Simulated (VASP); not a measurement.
Runs of VASP 6.6.1 on Ru. The structure is that of space group P6_3/mmc (No. 194), or close to it. The cells are those of the table. 

| cell | gap on the mesh (eV) | pressure (GPa) |
| --- | --- | --- |
| a = 2.728, b = 2.728, c = 4.317 Å, angles 90.0, 90.0, 120.0°, 2 atoms | none | -3.5 |
| a = 2.706, b = 2.706, c = 4.282 Å, angles 90.0, 90.0, 120.0°, 2 atoms | none | 4.3 |
| a = 2.793, b = 2.793, c = 4.420 Å, angles 90.0, 90.0, 120.0°, 2 atoms | none | -21.1 |
| a = 2.683, b = 2.683, c = 4.246 Å, angles 90.0, 90.0, 120.0°, 2 atoms | none | (b) |
| a = 2.636, b = 2.636, c = 4.172 Å, angles 90.0, 90.0, 120.0°, 2 atoms | none | 35.8 |
| a = 2.612, b = 2.612, c = 4.134 Å, angles 90.0, 90.0, 120.0°, 2 atoms | none | (a) |
| a = 2.750, b = 2.750, c = 4.352 Å, angles 90.0, 90.0, 120.0°, 2 atoms | none | -10.3 |
| a = 2.660, b = 2.660, c = 4.209 Å, angles 90.0, 90.0, 120.0°, 2 atoms | none | 23.7 |
| a = 2.772, b = 2.772, c = 4.386 Å, angles 90.0, 90.0, 120.0°, 2 atoms | none | -16.1 |

Alike in all rows: task single point; level PBE; potentials or basis VASP PAW PBE potentials, release 64 (Ru_pv); no spin polarisation; k mesh 12 × 12 × 7; cutoff (eV) 520; smearing methfessel-paxton 0.05 eV.

Estimate the missing entries.

(a) 49.7; (b) 13.3.

A k mesh can miss the band edges, and the runs leave out spin-orbit coupling on Ru.

A gap of «none» marks levels without a gap at the run's occupations.
